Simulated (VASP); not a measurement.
Wanted: the native input for a VASP 6.6.1 run.

```yaml
Task: single point
Functional: PBE
Potentials_or_basis: VASP PAW PBE potentials, release 64 (Na_pv, B)
Cutoff: 520 eV
k_mesh: 18 × 18 × 18
Occupations: gaussian, width 0.1 eV
Spin: no spin polarisation
Dipole_correction: no
Further_INCAR_settings: ALGO = Normal; EDIFF = 1e-06; NBANDS = 16
```

The structure of Na2B lies in POSCAR:

```
Na2B
1.0
    1.7243615490      0.9955606045      7.0165682761
   -1.7243615490      0.9955606045      7.0165682761
    0.0000000000     -1.9911212091      7.0165682761
Na B
2 1
Direct
    0.2465693765      0.2465693765      0.2465693765
    0.4200969129      0.4200969129      0.4200969129
    0.0000337107      0.0000337107      0.0000337107
```

The input as run:

INCAR

```
PREC = Accurate
ENCUT = 520
EDIFF = 1E-6
ISMEAR = 0
SIGMA = 0.1
LREAL = False
LASPH = True
NELM = 100
ALGO = Normal
ISIF = 2
LWAVE = False
LCHARG = False
GGA = PE
NBANDS = 16
```

KPOINTS

```
Automatic mesh
0
Gamma
  18 18 18
```

Potentials or basis: VASP PAW PBE potentials, release 64 (Na_pv, B).

Command:

```sh
$ cat potpaw_PBE.64/Na_pv/POTCAR potpaw_PBE.64/B/POTCAR > POTCAR
$ mpirun -np 1 vasp_std > vasp.out
```

It gave:

```
Pressure               : 0.0 GPa
Band gap on the k mesh : zero (an odd number of electrons rules out a gap without spin polarisation)
```

Run time: 14 min on 1 thread of Intel(R) Xeon(R) 6975P-C (Granite Rapids) (shared host), peak memory 0.8 GiB.
